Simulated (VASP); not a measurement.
A run of VASP 6.6.1 is set up as follows.

INCAR

```
PREC = Accurate
ENCUT = 520
EDIFF = 1E-6
ISMEAR = 0
SIGMA = 0.1
LREAL = False
LASPH = True
NELM = 80
ALGO = Normal
ISIF = 2
LWAVE = False
LCHARG = False
GGA = PE
NBANDS = 18
```

The input KPOINTS:

```
regular mesh
0
Gamma
  6 6 6
```

Contents of POSCAR:

```
B
1.0
    0.0000000000      5.4775051000      1.8100931000
    2.8101221500      0.0000000000      1.8100931000
    2.8101221500      5.4775051000      0.0000000000
B
6
Direct
    0.2431710100      0.2431710100      0.2568289900
    0.9931710100      0.9931710100      0.0068289900
    0.9870180000      0.5116720200      0.2334170000
    0.5116720200      0.9870180000      0.2678929800
    0.9821070200      0.0165830000      0.7383279800
    0.0165830000      0.9821070200      0.2629820000
```

Potentials or basis: VASP PAW PBE potentials, release 64 (B).

Run with:

```bash
$ cat potpaw_PBE.64/B/POTCAR > POTCAR
$ mpirun -np 1 vasp_std > vasp.out
```

**Question.** What does it give for the pressure?

**Answer.** -2.6 GPa.

**Question.** Estimate the band gap on the k mesh.

**Answer.** Zero (band 9 reaches 4.91 eV, above the bottom of band 10 at 2.78 eV).

Stress tensor (GPa, compression positive):
```
-11.46   0.00   0.00
  0.00   7.10   0.00
  0.00   0.00  -3.45
```

Caveat: forces of over 1 eV/Å act on the atoms, so gaps and moduli don't describe the material at rest.
